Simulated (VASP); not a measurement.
Wanted: the native input for a VASP 6.6.1 run.

| Item | Value |
| --- | --- |
| Task | relaxation of cell and atoms |
| Functional | PBEsol |
| Potentials or basis | VASP PAW PBE potentials, release 64 (N) |
| Cutoff | 600 eV |
| k mesh | 14 × 14 × 14 |
| Occupations | gaussian, width 0.1 eV |
| Spin | no spin polarisation |
| Dipole correction | no |
| Further INCAR settings | ALGO = Normal; EDIFF = 1e-07; IBRION = 2; EDIFFG = -0.005; NSW = 100; ISIF = 3 |

The structure of N lies in POSCAR:

```
N
1.0
    3.0825866474      0.0000000000      0.0000000000
    0.0000000000      3.0825866474      0.0000000000
    0.0000000000      0.0000000000      3.0825866474
N
4
Direct
    0.1249997307      0.1249997307      0.1249997307
    0.3750002693      0.8750002693      0.6249997307
    0.6249997307      0.3750002693      0.8750002693
    0.8750002693      0.6249997307      0.3750002693
```

One way to write it, as run:

INCAR

```
SYSTEM = N
PREC = Accurate ; ENCUT = 600
EDIFF = 1E-7 ; ISMEAR = 0
SIGMA = 0.1 ; LREAL = .False.
LASPH = .True. ; NELM = 120
ALGO = Normal ; ISIF = 3
LWAVE = .False. ; LCHARG = .False.
GGA = PS ; IBRION = 2
NSW = 100 ; EDIFFG = -0.005
GGA_COMPAT = .False. ; NELMIN = 4
```

KPOINTS

```
regular mesh
0
Gamma
  14 14 14
  0 0 0
```

Potentials or basis: VASP PAW PBE potentials, release 64 (N).

The run is started by

```bash
$ cat potpaw_PBE.64/N/POTCAR > POTCAR
$ mpirun -np 1 vasp_std > vasp.out
```

It gave:

* Relaxed volume: 7.31 Å³/atom
* Relaxed cell: a = 3.080 Å, b = 3.080 Å, c = 3.080 Å, α = 90.00°, β = 90.00°, γ = 90.00°
* Space group after relaxing (to 0.1 Å): P4_332 (No. 212)
* Energy gained by relaxing: 0.0 meV/atom
* Ionic steps: 2
* Pressure after relaxing: 0.1 GPa
* Band gap on the k mesh: zero (bands 10 and 11 overlap by 4.17 eV)

Caveat: the PAW data sets were made with another functional, which shifts forces and pressure a little.

It took 55 s on 1 thread of AMD EPYC 7R13 Processor (Zen 3), on a shared host, peak memory 0.14 GiB.
